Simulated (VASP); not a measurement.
Here is a VASP 6.6.1 calculation.

Contents of INCAR:

```
SYSTEM = Pb
ALGO = Normal ; EDIFF = 1E-7
ENCUT = 520 ; GGA = PS
ISIF = 2 ; ISMEAR = -1
LASPH = .True. ; LCHARG = .False.
LREAL = .False. ; LWAVE = .False.
NBANDS = 21 ; NELM = 100
PREC = Accurate ; SIGMA = 0.05
```

Contents of KPOINTS:

```
k-points
0
Gamma
  14 14 8
  0 0 0
```

File POSCAR:

```
Pb
1.0
    2.6182545474      0.0000000000      0.0000000000
   -1.3091272737      2.2674749516      0.0000000000
    0.0000000000      0.0000000000      4.3160761760
Pb
2
Direct
    0.3333333333      0.6666666667      0.2500000000
    0.6666666667      0.3333333333      0.7500000000
```

Potentials or basis: VASP PAW PBE potentials, release 64 (Pb_d).

The run is started by

```console
$ cat potpaw_PBE.64/Pb_d/POTCAR > POTCAR
$ mpirun -np 1 vasp_std > vasp.out
```

Problem. Predict the band gap on the k mesh.

Solution. Zero (bands 14 and 15 overlap by 11.28 eV).

Problem. Estimate the pressure.

Solution. 327.1 GPa.

Stress tensor (GPa, compression positive):
```
327.00   0.00   0.00
  0.00 327.00   0.00
  0.00   0.00 327.20
```

Caveat: the cell stands under pressure; the PAW data sets were made with another functional, which shifts forces and pressure a little; spin-orbit coupling is left out, which moves the levels of the heavy elements.
